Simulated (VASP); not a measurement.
Here is a VASP 6.6.1 calculation.

The input INCAR:

```
SYSTEM = Ni2Ge
ALGO     = Fast           ! electronic algorithm
EDIFF    = 1E-6           ! SCF threshold, eV
ENCUT    = 520            ! plane-wave cutoff, eV
GGA      = PS             ! functional
ISIF     = 2              ! what is computed and relaxed
ISMEAR   = 0              ! smearing method
LASPH    = .TRUE.         ! aspherical terms in the spheres
LCHARG   = .FALSE.        ! write CHGCAR
LREAL    = .FALSE.        ! projectors in reciprocal space
LWAVE    = .FALSE.        ! write WAVECAR
NBANDS   = 43             ! bands
NELM     = 60             ! most SCF steps
PREC     = Accurate       ! precision mode
SIGMA    = 0.1            ! smearing width, eV
```

File KPOINTS:

```
k-points
0
G
  12 12 8
  0 0 0
```

The input POSCAR:

```
Ni2Ge
1.0
    4.0514020972      0.0000000000      0.0000000000
   -2.0257010486      3.5086171372      0.0000000000
    0.0000000000      0.0000000000      4.9538907172
Ni Ge
4 2
Direct
    0.6666666667      0.3333333333      0.2500000000
    0.3333333333      0.6666666667      0.7500000000
    0.0000000000      0.0000000000      0.0000000000
    0.0000000000      0.0000000000      0.5000000000
    0.6666666667      0.3333333333      0.7500000000
    0.3333333333      0.6666666667      0.2500000000
```

Potentials or basis: VASP PAW PBE potentials, release 64 (Ni, Ge_d).

Run with:

```bash
$ cat potpaw_PBE.64/Ni/POTCAR potpaw_PBE.64/Ge_d/POTCAR > POTCAR
$ mpirun -np 1 vasp_std > vasp.out
```

Question: Estimate the pressure.

Answer: -5.5 GPa.

Question: Estimate the band gap on the k mesh.

Answer: Zero (band 34 reaches 11.82 eV, above the bottom of band 35 at 9.39 eV).

Stress tensor (GPa, compression positive):
```
-8.12  0.00  0.00
 0.00 -8.12  0.00
 0.00  0.00 -0.12
```

Caveat: the cell differs from its parent crystal (biaxial strain in the a-b plane: +2.0 %); the PAW data sets were made with another functional, which shifts forces and pressure a little. Spin polarisation is off, so any magnetic state and its effect on volume and gap are missing.
